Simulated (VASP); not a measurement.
# Al9H in VASP: a series of runs

Al9H is run at these levels: PBE; tasks: single point.

Program: VASP 6.6.1. These are calculated values, not measurements. Logs are shortened: lines on timing, memory, paths and dates and some standing lists are left out, and cuts for length are marked.

## (1) The cell of the first run

The cell holds a slab with vacuum, 20 atoms: a = 5.707 Å, b = 9.806 Å, c = 22.790 Å, α = 90.00°, β = 90.00°, γ = 98.37°.

## (2) Single point, PBE

The input, INCAR:

```
SYSTEM = Al9H
PREC     = Accurate       ! precision mode
ENCUT    = 520            ! plane-wave cutoff, eV
EDIFF    = 1E-6           ! SCF threshold, eV
ISMEAR   = 0              ! smearing method
SIGMA    = 0.1            ! smearing width, eV
LREAL    = Auto         
LASPH    = .TRUE.         ! aspherical terms in the spheres
NELM     = 60             ! most SCF steps
ALGO     = Normal         ! electronic algorithm
ISIF     = 2              ! what is computed and relaxed
LWAVE    = .FALSE.        ! write WAVECAR
LCHARG   = .FALSE.        ! write CHGCAR
LDIPOL   = .TRUE.       
IDIPOL   = 3            
DIPOL    = 0.5 0.5 0.304
GGA      = PE             ! functional
NBANDS   = 44             ! bands
```

The input, KPOINTS:

```
regular mesh
0
G
  5 3 1
  0 0 0
```

The input, POSCAR:

```
Al9H
1.0
    5.7070863106      0.0000000000      0.0000000000
   -1.4267715776      9.7014842380      0.0000000000
    0.0000000000      0.0000000000     22.7903703519
Al H
18 2
Direct
    0.2662216041      0.0648864163      0.1755127248
    0.7662216041      0.0648864163      0.1755127248
    0.3354806058      0.3419224231      0.2192029854
    0.8354806058      0.3419224231      0.2192029854
    0.1493324061      0.5973296244      0.2279410375
    0.6493324061      0.5973296244      0.2279410375
    0.4631842064      0.8527368258      0.2366790896
    0.9631842065      0.8527368258      0.2366790896
    0.0319772093      0.1277109169      0.2808262502
    0.5319772093      0.1277109169      0.2808262502
    0.0997917601      0.4042231294      0.3301071124
    0.5997917601      0.4042231294      0.3301071124
    0.4144000537      0.6596656514      0.3369822081
    0.9144000537      0.6596656514      0.3369822081
    0.2263076916      0.9110819252      0.3449259130
    0.7263076916      0.9110819252      0.3449259130
    0.2962427243      0.1814072004      0.3857054631
    0.7962427243      0.1814072004      0.3857054631
    0.6062643800      0.3914885899      0.4997887343
    0.6062643800      0.4577756274      0.4997887343
```

Potentials or basis: VASP PAW PBE potentials, release 64 (Al, H).

Launch:

```bash
$ cat potpaw_PBE.64/Al/POTCAR potpaw_PBE.64/H/POTCAR > POTCAR
$ mpirun -np 1 vasp_std > vasp.out
```

OUTCAR:

```text
SYSTEM = Al9H
   PREC = Accurate
   ENCUT = 520
   EDIFF = 1E-6
   ISMEAR = 0
   LREAL = Auto
   LASPH = .TRUE.
   NELM = 60
   ISIF = 2
   GGA = PE

 ion  position               nearest neighbor table
   1  0.266  0.065  0.176-   2 2.85   2 2.85   9 2.86  10 2.86   7 2.87   8 2.87   3 2.87
   2  0.766  0.065  0.176-   1 2.85   1 2.85  10 2.86   9 2.86   8 2.87   7 2.87   4 2.87
   3  0.335  0.342  0.219-   4 2.85   4 2.85   6 2.87   5 2.87   1 2.87   9 2.89  10 2.89  12 2.96
                            11 2.97
   4  0.835  0.342  0.219-   3 2.85   3 2.85   5 2.87   6 2.87   2 2.87  10 2.89   9 2.89  11 2.96
                            12 2.97
   5  0.149  0.597  0.228-   6 2.85   6 2.85   4 2.87   3 2.87   8 2.87   7 2.87  13 2.93  14 2.93
                            11 2.99
   6  0.649  0.597  0.228-   5 2.85   5 2.85   3 2.87   4 2.87   7 2.87   8 2.87  14 2.93  13 2.93
                            12 2.99
   7  0.463  0.853  0.237-  10 2.85   8 2.85   8 2.85   1 2.87   2 2.87   5 2.87   6 2.87  16 2.90
                            15 2.91  13 2.96
   8  0.963  0.853  0.237-   9 2.85   7 2.85   7 2.85   1 2.87   2 2.87   5 2.87   6 2.87  15 2.90
                            16 2.91  14 2.96
   9  0.032  0.128  0.281-  18 2.83  17 2.83   8 2.85  10 2.85  10 2.85   1 2.86   2 2.86   3 2.89
                             4 2.89  11 2.91  15 2.93  16 2.93
  10  0.532  0.128  0.281-  17 2.83  18 2.83   7 2.85   9 2.85   9 2.85   2 2.86   1 2.86   4 2.89
                             3 2.89  12 2.91  16 2.93  15 2.93
  11  0.100  0.404  0.330-  12 2.85  12 2.85  14 2.86  13 2.87  18 2.88  17 2.89   9 2.91   4 2.96
                             3 2.97   5 2.99
  12  0.600  0.404  0.330-  11 2.85  11 2.85  13 2.86  14 2.87  17 2.88  18 2.89  10 2.91   3 2.96
                             4 2.97   6 2.99
  13  0.414  0.660  0.337-  16 2.83  15 2.83  14 2.85  14 2.85  12 2.86  11 2.87   5 2.93   6 2.93
                             7 2.96
  14  0.914  0.660  0.337-  15 2.83  16 2.83  13 2.85  13 2.85  11 2.86  12 2.87   6 2.93   5 2.93
                             8 2.96
  15  0.226  0.911  0.345-  17 2.78  14 2.83  13 2.83  16 2.85  16 2.85   8 2.90   7 2.91   9 2.93
                            10 2.93
  16  0.726  0.911  0.345-  18 2.78  13 2.83  14 2.83  15 2.85  15 2.85   7 2.90   8 2.91  10 2.93
                             9 2.93
  17  0.296  0.181  0.386-  15 2.78  10 2.83   9 2.83  18 2.85  18 2.85  12 2.88  11 2.89
  18  0.796  0.181  0.386-  16 2.78   9 2.83  10 2.83  17 2.85  17 2.85  11 2.88  12 2.89
  19  0.606  0.391  0.500-  20 0.65
  20  0.606  0.458  0.500-  19 0.65

  LATTYP: Found a simple monoclinic cell.
 ALAT       =     5.7070863106
 B/A-ratio  =     3.9933460108
 C/A-ratio  =     1.7181865166
 COS(beta)  =    -0.1455022476

  Lattice vectors:

 A1 = (   5.7070863106,   0.0000000000,   0.0000000000)
 A2 = (   0.0000000000,   0.0000000000, -22.7903703519)
 A3 = (  -1.4267715776,   9.7014842380,   0.0000000000)

[... 164 lines left out ...]
     AMIX     =   0.40;   BMIX     =  1.00
     AMIX_MAG =   1.60;   BMIX_MAG =  1.00
  volume/ion in A,a.u.               =      63.09       425.77
  Fermi-wavevector in a.u.,A,eV,Ry     =   0.579610  1.095305  4.570853  0.335948
  Thomas-Fermi vector in A             =   1.623387
   LORBIT       =      0    0 simple, 1 ext, 2 COOP (PROOUT), +10 PAW based schemes
   GGA     = PE    functional components
   LHFCALC =     F    Hartree Fock is set to
   AEXX    =    0.0000 exact exchange contribution
   IVDW    =     0    specifies the selected vdW correction
   LEPSILON=     F    determine dielectric tensor
   LRPA    =     F    only Hartree local field effects (RPA)
 non-spin polarized calculation
 Gauss-broadening in eV      SIGMA  =   0.10
  energy-cutoff  :      520.00
  volume of cell :     1261.84
 maximum number of plane-waves:     34010
   NGX = 21   NGY = 37   NGZ = 85

 dipolmoment           0.000000      0.000000      0.027010 electrons x Angstroem

 number of electron      56.0000000 magnetization

 dipolmoment           0.000000      0.000000     -0.003011 electrons x Angstroem

 Free energy of the ion-electron system (eV)
  ---------------------------------------------------
  ext. energy  EPLUGINS =         0.00000000
  ---------------------------------------------------
  free energy    TOTEN  =       -67.81193019 eV

  energy without entropy =      -67.76554339  energy(sigma->0) =      -67.78873679

 E-fermi :  -1.1937     XC(G=0):  -3.4078

 val. band max:       -1.2135022680   @ k =   0.0000   0.3333   0.0000
 cond. band min:      -1.1765797439   @ k =   0.2000  -0.0000   0.0000
 fundamental gap:      0.0369225242
 Fermi energy:        -1.1936847958

 k-point     1 :       0.0000    0.0000    0.0000
  band No.  band energies     occupation
      1     -11.2629      2.00000
      2      -9.7221      2.00000
      3      -9.6232      2.00000
      4      -8.9798      2.00000
      5      -8.0051      2.00000
      6      -7.1621      2.00000
[... 333 lines left out ...]
     39       0.8890      0.00000
     40       1.0393      0.00000
 [bands above 40 left out]

------------------------ aborting loop because EDIFF is reached ----------------------------------------

 vacuum level on the upper side and lower side of the slab       (xc-potential included)        -0.069        -0.047

  FORCE on cell =-STRESS in cart. coord.  units (eV):
  Direction    XX          YY          ZZ          XY          YZ          ZX
  --------------------------------------------------------------------------------------
  -------------------------------------------------------------------------------------
  Total      -11.7419985     -9.4952226     -0.1482315     -0.3765828     -0.4545708      0.0114424
  in kB      -14.9090029    -12.0562356     -0.1882119     -0.4781531     -0.5771758      0.0145286
  external PRESSURE =      -9.0511501 kB  Pullay stress =       0.0000000 kB

 VOLUME and BASIS-vectors are now :
 -----------------------------------------------------------------------------
  energy-cutoff  :      520.00
  volume of cell :     1261.84
      direct lattice vectors                 reciprocal lattice vectors
     5.707086311  0.000000000  0.000000000     0.175220760  0.025769253  0.000000000
    -1.426771578  9.701484238  0.000000000     0.000000000  0.103077011  0.000000000
     0.000000000  0.000000000 22.790370352     0.000000000  0.000000000  0.043878181

 POSITION                                       TOTAL-FORCE (eV/Angst)
 -----------------------------------------------------------------------------------
      1.42677      0.62949      4.00000        -0.005557      0.152184      0.031142
      4.28031      0.62949      4.00000        -0.006974      0.152446      0.031310
      1.42677      3.31715      4.99572         0.009371      0.035230      0.064134
      4.28031      3.31715      4.99572         0.001961      0.035440      0.062816
      0.00000      5.79498      5.19486        -0.000474     -0.075192      0.031242
      2.85354      5.79498      5.19486        -0.002110     -0.077147      0.029346
[... 12 lines left out ...]
      2.90144      3.79802     11.39037         0.713348     -4.844341      0.007217
      2.80686      4.44110     11.39037        -0.712696      4.869264      0.020166
 -----------------------------------------------------------------------------------
    total drift:                               -0.007938     -0.032268     -0.007225

  FREE ENERGIE OF THE ION-ELECTRON SYSTEM (eV)
  ---------------------------------------------------
  free  energy   TOTEN  =       -67.8119301894 eV

  energy  without entropy=      -67.7655433876  energy(sigma->0) =      -67.78873679

 vacuum level on the upper side and lower side of the slab         2.921         2.936
```

Wall time 37 min (1 thread of Intel Xeon 8259CL, shared host); peak memory 1.2 GiB.

Results:

```yaml
Free_energy: -67.8119 eV
Largest_force: 4.921 eV/Å
Band_gap_on_the_k_mesh: zero (bands 28 and 29 overlap by 0.73 eV)
```

Forces in eV/Å, atoms in the order of the input:
```
Al  -0.006  0.152  0.031
Al  -0.007  0.152  0.031
Al   0.009  0.035  0.064
Al   0.002  0.035  0.063
Al   0.000 -0.075  0.031
Al  -0.002 -0.077  0.029
Al   0.002 -0.099 -0.121
Al   0.003 -0.098 -0.119
Al   0.000  0.008 -0.002
Al   0.000  0.007 -0.007
Al   0.004 -0.012  0.001
Al   0.003 -0.014 -0.009
Al  -0.004 -0.012 -0.003
Al  -0.005 -0.011 -0.004
Al  -0.002  0.001  0.000
Al  -0.003  0.003  0.000
Al   0.003 -0.010 -0.007
Al   0.003 -0.012 -0.008
H    0.713 -4.844  0.007
H   -0.713  4.869  0.020
```

## (3) Single point, PBE

The input, INCAR:

```
SYSTEM = Al9H
ALGO = Normal
DIPOL = 0.5 0.5 0.306
EDIFF = 1E-6
ENCUT = 520
GGA = PE
IDIPOL = 3
ISIF = 2
ISMEAR = 0
LASPH = .TRUE.
LCHARG = .TRUE.
LDIPOL = .TRUE.
LELF = .TRUE.
LREAL = Auto
LVACPOTAV = .TRUE.
LVHAR = .TRUE.
LWAVE = .FALSE.
NBANDS = 44
NELM = 100
PREC = Accurate
SIGMA = 0.1
```

The input, KPOINTS:

```
k-points
0
G
  5 3 1
  0 0 0
```

Changes to POSCAR since step 2:

```diff
@@ -26,3 +26,3 @@
     0.7962427243      0.1814072004      0.3857054631
-    0.6062643800      0.3914885899      0.4997887343
-    0.6062643800      0.4577756274      0.4997887343
+    0.6062643800      0.3644128847      0.5173400068
+    0.6062643800      0.4848513326      0.5173400068
```

Potentials or basis: VASP PAW PBE potentials, release 64 (Al, H).

Launch:

```bash
$ cat potpaw_PBE.64/Al/POTCAR potpaw_PBE.64/H/POTCAR > POTCAR
$ mpirun -np 1 vasp_std > vasp.out
```

Run time: 13 min. Hardware: 1 thread of Intel Xeon 6975P-C (Granite Rapids), shared host; peak memory 1.2 GiB.

Results (log left out):

| Item | Value |
| --- | --- |
| Free energy | -66.5636 eV |
| Largest force | 4.600 eV/Å |
| Band gap on the k mesh | zero (bands 28 and 29 overlap by 0.73 eV) |

Forces on the atoms (eV/Å):
```
Al  -0.008  0.153  0.032
Al  -0.005  0.154  0.032
Al   0.009  0.036  0.065
Al   0.002  0.036  0.062
Al   0.000 -0.075  0.031
Al  -0.002 -0.078  0.030
Al   0.001 -0.099 -0.120
Al   0.003 -0.098 -0.119
Al   0.000  0.007 -0.004
Al  -0.001  0.009 -0.003
Al   0.005 -0.012  0.002
Al   0.003 -0.012  0.000
Al  -0.004 -0.012 -0.001
Al  -0.005 -0.012 -0.002
Al  -0.002  0.001  0.001
Al  -0.003  0.003  0.001
Al   0.006  0.001  0.011
Al  -0.001  0.001  0.014
H   -0.670  4.549 -0.041
H    0.672 -4.551  0.008
```

Levels at points of the mesh, in eV from the Fermi level:
```tsv
k point	band 25	band 26	band 27	band 28	band 29	band 30	band 31	band 32
(0.00, 0.00, 0.00)	-1.12	-1.08	-0.94	-0.62	-0.58	-0.27	0.11	0.90
```
